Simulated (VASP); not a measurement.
Here is a VASP 6.6.1 calculation.

Contents of POSCAR:

```
Al
1.0
   -1.5912186900      1.5912186900      1.5912186900
    1.5912186900     -1.5912186900      1.5912186900
    1.5912186900      1.5912186900     -1.5912186900
Al
1
Direct
    0.0000000000      0.0000000000      0.0000000000
```

INCAR.step1

```
SYSTEM = Al
ALGO = Normal ; EDIFF = 1E-5
ENCUT = 520 ; GGA = PE
ISIF = 2 ; ISMEAR = -1
LASPH = .True. ; LCHARG = .False.
LREAL = .False. ; LWAVE = .True.
NBANDS = 8 ; NELM = 100
PREC = Accurate ; SIGMA = 0.05
```

INCAR.step2

```
SYSTEM = Al
AEXX = 0.25 ; ALGO = Normal
EDIFF = 1E-7 ; ENCUT = 520
GGA = PS ; HFSCREEN = 0.207
ISIF = 2 ; ISMEAR = -1
ISTART = 1 ; LASPH = .True.
LCHARG = .False. ; LHFCALC = .True.
LREAL = .False. ; LWAVE = .False.
NBANDS = 8 ; NELM = 100
PREC = Accurate ; PRECFOCK = Normal
SIGMA = 0.05
```

Contents of KPOINTS:

```
k-points
0
Gamma
  6 6 6
  0 0 0
```

Potentials or basis: VASP PAW PBE potentials, release 64 (Al).

Launch:

```sh
$ cat potpaw_PBE.64/Al/POTCAR > POTCAR
$ cp INCAR.step1 INCAR
$ mpirun -np 1 vasp_std > vasp.out
$ cp INCAR.step2 INCAR
$ mpirun -np 1 vasp_std > vasp.out
```

(1) Predict the pressure.

Results:

(1) 2.5 GPa.

Caveat: the k points lie up to 0.47 Å⁻¹ apart; the PAW data sets were made with another functional, which shifts forces and pressure a little.
